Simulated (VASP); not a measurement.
The system is Te.

```
CELL_PARAMETERS angstrom
-2.95779 3.87597 1.53515
2.95779 -3.87597 1.53515
2.95779 3.87597 -1.53515
ATOMIC_POSITIONS crystal
Te 0.00093 0.75093 0.25000
Te 0.99907 0.24907 0.75000
```

```yaml
Program: VASP 6.6.1
Task: relaxation of cell and atoms
Functional: PBE
Potentials_or_basis: VASP PAW PBE potentials, release 64 (Te)
Cutoff: 600 eV
k_mesh: 10 × 10 × 10
Occupations: fermi-dirac, width 0.05 eV
Spin: no spin polarisation
```

At the start: pressure 0.6 GPa; volume 35.20 Å³/atom.

Task: Where does the relaxation end?

Result: Over 10 steps the energy falls by 2.2 meV/atom and the volume is 35.91 Å³/atom (+2.0 %); space group Cmmm (No. 65, to 0.1 Å) before and after.

The path:
```csv
step,energy change (eV),largest force (eV/Å),pressure (GPa),volume (Å³)
1,0.0000,0.0023,0.63,70.40
2,-0.0008,0.0026,-0.53,71.82
3,-0.0039,0.0025,0.00,71.14
4,-0.0040,0.0025,0.05,71.14
5,-0.0041,0.0024,0.09,71.15
6,-0.0041,0.0023,0.10,71.25
7,-0.0043,0.0020,0.04,71.55
8,-0.0044,0.0014,-0.02,72.17
9,-0.0044,0.0014,-0.03,72.09
10,-0.0044,0.0017,0.01,71.82
```

Final structure:
```
CELL_PARAMETERS angstrom
-2.98624 3.92566 1.53163
2.98624 -3.92566 1.53163
2.98624 3.92566 -1.53163
ATOMIC_POSITIONS crystal
Te 0.00059 0.75059 0.25000
Te 0.99941 0.24941 0.75000
```
